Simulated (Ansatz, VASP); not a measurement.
## SeS in VASP and in Ansatz

```xyz
2
Lattice="0.0000 3.0322 3.0322 3.0322 0.0000 3.0322 3.0322 3.0322 0.0000" Properties=species:S:1:pos:R:3 pbc="T T T"
Se    0.0000    0.0000    0.0000
S     4.5484    4.5484    4.5484
```

Alike in both runs: functional PBE; k mesh 16 × 16 × 16; occupations gaussian, width 0.1 eV; no spin polarisation.

Ansatz relaxed the structure, and its values are those at the end. VASP's run is a single point on that final structure, the one shown.

|  | VASP | Ansatz |
| --- | --- | --- |
| version | VASP 6.6.1 | Ansatz 0.2.0 |
| potentials or method | VASP PAW PBE potentials, release 64 (Se, S), cutoff 520 eV | scalar-relativistic, plane waves, PAW |
| valence electrons in the cell | 12 | 22 |

|  | VASP | Ansatz | Ansatz less VASP |
| --- | --- | --- | --- |
| gap on the k mesh at the Fermi level (eV) | none | none | - |
| pressure (GPa) | 0.0 | 0.0 | +0.02 |

A gap of «none» marks a metal or a gap that the smearing closes. The functional is the same, so the differences come from potentials, cutoffs and numerics. VASP's potentials hold 12 valence electrons a cell and Ansatz's 22, so a difference there can come from the potentials and not from the codes.
